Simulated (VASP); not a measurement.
Be3TeSe2, 6 atoms in the cell. It takes space group P-3m1 (No. 164, trigonal). The conventional cell has a = 4.213 Å, b = 4.213 Å, c = 8.755 Å, α = 90.00°, β = 90.00°, γ = 120.00°. Be (site symmetry 2/m) has 2 Se at 1.83 Å and 4 Be at 2.11 Å within 2.4 Å. Te (site symmetry -3m) has 6 Se at 3.87 Å and 6 Te at 4.21 Å and 12 Be at 4.86 Å within 5.1 Å. Within 2.4 Å of Se (site symmetry 3m) lie 3 Be at 1.83 Å. The cell was generated, and may not be a known phase.

| Property | Result |
| --- | --- |
| Program | VASP 6.6.1 |
| Task | relaxation of cell and atoms |
| Functional | PBE |
| Potentials or basis | VASP PAW PBE potentials, release 64 (Be, Te, Se) |
| Cutoff | 600 eV |
| k mesh | 3 × 3 × 2 |
| Occupations | gaussian, width 0.15 eV |
| Spin | no spin polarisation |
| Dipole correction | no |
| Further INCAR settings | ALGO = Normal; EDIFF = 1e-07; IBRION = 2; EDIFFG = -0.08; NSW = 36; ISIF = 3 |

Potentials or basis: VASP PAW PBE potentials, release 64 (Be, Te, Se).

Launch:

```bash
$ cat potpaw_PBE.64/Be/POTCAR potpaw_PBE.64/Te/POTCAR potpaw_PBE.64/Se/POTCAR > POTCAR
$ mpirun -np 1 vasp_std > vasp.out
```

Hardware: 1 thread of Intel(R) Xeon(R) 6975P-C (Granite Rapids), with other jobs on the host.

Problem. Estimate the wall time of this run.

Solution. Wall time 78 s on 1 thread of Intel(R) Xeon(R) 6975P-C (Granite Rapids) (shared host), peak memory 0.31 GiB. Counts: scf iterations 82, k points 6, ion steps 7.
